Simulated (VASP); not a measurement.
Here is a VASP 6.6.1 calculation.

Contents of INCAR:

```
PREC = Accurate ; ENCUT = 500
EDIFF = 1E-6 ; ISMEAR = 0
SIGMA = 0.1 ; LREAL = F
LASPH = T ; NELM = 120
ALGO = Normal ; ISIF = 2
LWAVE = F ; LCHARG = F
GGA = PE ; IVDW = 12
NBANDS = 14 ; GGA_COMPAT = F
```

The input KPOINTS:

```
regular mesh
0
Gamma
  6 6 6
```

POSCAR

```
NaCl
1.0
    0.0000000000      2.8017500000      2.8017500000
    2.8017500000      0.0000000000      2.8017500000
    2.8017500000      2.8017500000      0.0000000000
Na Cl
1 1
Direct
    0.0000000000      0.0000000000      0.0000000000
    0.5000000000      0.5000000000      0.5000000000
```

Potentials or basis: VASP PAW PBE potentials, release 64 (Na_pv, Cl).

Command:

```sh
$ cat potpaw_PBE.64/Na_pv/POTCAR potpaw_PBE.64/Cl/POTCAR > POTCAR
$ mpirun -np 1 vasp_std > vasp.out
```

What does it give for the band gap on the k mesh?

5.18 eV.

What does it give for the dispersion energy per atom?

-0.219 eV.
